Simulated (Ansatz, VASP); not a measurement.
Be3N2: VASP beside Ansatz

The input INCAR:

```
  PREC = Accurate
  ENCUT = 520
  EDIFF = 1E-7
  ISMEAR = 0
  SIGMA = 0.05
  LREAL = False
  LASPH = True
  NELM = 60
  ALGO = Normal
  ISIF = 2
  LWAVE = False
  LCHARG = False
  GGA = CA
  NBANDS = 16
```

KPOINTS

```
Automatic mesh
0
Gamma
  9 9 6
```

File POSCAR:

```
Be3N2
1.0
    2.8177777140      0.0000000000      0.0000000000
   -1.4088888570      2.4402670826      0.0000000000
    0.0000000000      0.0000000000      4.6670220000
Be N
3 2
Direct
    0.0282793120      0.0207018932      0.0108244933
    0.6949459787      0.3540352265      0.6604574933
    0.3616126454      0.6873685599      0.3611914933
    0.3333333333      0.6666666667      0.7470580000
    0.6666666667      0.3333333333      0.2529420000
```

Input for Ansatz:

```yaml
crystal:
  lattice:
    - [2.817777714, 0.0, 0.0]
    - [-1.408888857, 2.4402670826, 0.0]
    - [0.0, 0.0, 4.667022]
  atoms:
    - { symbol: Be, position: [0.028279312, 0.0207018932, 0.0108244933] }
    - { symbol: Be, position: [0.6949459787, 0.3540352265, 0.6604574933] }
    - { symbol: Be, position: [0.3616126454, 0.6873685599, 0.3611914933] }
    - { symbol: "N", position: [0.3333333333, 0.6666666667, 0.747058] }
    - { symbol: "N", position: [0.6666666667, 0.3333333333, 0.252942] }
basis:
  ecutwfc: 420
kpoints:
  mp_grid: { grid: [9, 9, 6] }
hamiltonian:
  xc: lda
scf:
  occupations: { method: gaussian, width: 0.05 }
output:
  forces: true
  stress: true
  eigenvalues: true
```

Change from the starting cell: all Be atoms moved +0.087 Å, as atom 1 along Cartesian [1 1 1].

Alike in both runs: task single point; functional LDA; k mesh 9 × 9 × 6; occupations gaussian, width 0.05 eV; no spin polarisation.

|  | VASP | Ansatz |
| --- | --- | --- |
| version | VASP 6.6.1 | Ansatz 0.2.0 |
| potentials or method | VASP PAW LDA potentials, release 64 (Be, N), cutoff 520 eV | scalar-relativistic, plane waves, PAW |
| valence electrons in the cell | 16 | 16 |

|  | VASP | Ansatz | Ansatz less VASP |
| --- | --- | --- | --- |
| gap on the k mesh at the Fermi level (eV) | 4.22 | 4.23 | +0.010 |
| least direct gap on the mesh (eV) | 5.90 | 5.91 | +0.010 |
| pressure (GPa) | -8.3 | -8.9 | -0.58 |
| traceless stress, the component that is largest in VASP (GPa) | 1.15 | 1.16 | +0.005 |
| rms of the force components (eV/Å) | 0.446 | 0.449 | +0.0024 |

LDA's correlation is that of Perdew and Zunger in VASP and of Perdew and Wang (1992) in Ansatz. Atom by atom the forces differ by 0.005 eV/Å (rms over components).
